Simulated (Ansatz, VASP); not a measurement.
**Two plane-wave programs on Ge**

Contents of INCAR:

```
SYSTEM = Ge
ALGO = Normal
EDIFF = 1E-6
EDIFFG = -0.02
ENCUT = 600
GGA = PE
IBRION = 2
ISIF = 3
ISMEAR = 0
LASPH = .TRUE.
LCHARG = .FALSE.
LREAL = .FALSE.
LWAVE = .FALSE.
NELM = 60
NSW = 90
PREC = Accurate
SIGMA = 0.1
```

KPOINTS

```
k-points
0
G
  12 12 6
  0 0 0
```

File POSCAR:

```
Ge
1.0
    4.0589188239      0.0000000000      0.0000000000
   -2.0294594120      3.5151268134      0.0000000000
    0.0000000000      0.0000000000      6.6870967039
Ge
4
Direct
    0.6666666667      0.3333333333      0.0626657688
    0.3333333333      0.6666666667      0.5626657688
    0.6666666667      0.3333333333      0.4373342312
    0.3333333333      0.6666666667      0.9373342312
```

Input for Ansatz:

```yaml
crystal:
  lattice:
    - [4.0589188239, 0.0, 0.0]
    - [-2.029459412, 3.5151268134, 0.0]
    - [0.0, 0.0, 6.6870967039]
  atoms:
    - { symbol: Ge, position: [0.6666666667, 0.3333333333, 0.0626657688] }
    - { symbol: Ge, position: [0.3333333333, 0.6666666667, 0.5626657688] }
    - { symbol: Ge, position: [0.6666666667, 0.3333333333, 0.4373342312] }
    - { symbol: Ge, position: [0.3333333333, 0.6666666667, 0.9373342312] }
basis:
  ecutwfc: 420
kpoints:
  mp_grid: { grid: [12, 12, 6] }
hamiltonian:
  xc: pbe
scf:
  occupations: { method: gaussian, width: 0.1 }
output:
  forces: true
  stress: true
  eigenvalues: true
relax:
  adjacent_minimum: "off"
  f_tol: 0.02
  max_steps: 70
  cell: { stress_tol: 0.1 }
```

Alike in both runs: task relaxation of cell and atoms; functional PBE; k mesh 12 × 12 × 6; occupations gaussian, width 0.1 eV; no spin polarisation.

|  | VASP | Ansatz |
| --- | --- | --- |
| version | VASP 6.6.1 | Ansatz 0.2.0 |
| potentials or method | VASP PAW PBE potentials, release 64 (Ge_d), cutoff 600 eV | scalar-relativistic, plane waves, PAW |
| valence electrons in the cell | 56 | 56 |

```tsv
	VASP	Ansatz	Ansatz less VASP
gap on the k mesh at the Fermi level, each at its own relaxed structure (eV)	none	none	-
relaxed volume (Å³/atom)	23.85	23.85	0.000
relaxed length of the cell vector where the two differ most in proportion (Å)	4.059	4.059	0.0000
```

A gap of «none» marks a metal or a gap that the smearing closes.

Noted on VASP's run: the relaxation stopped at its first step, so nothing moved.
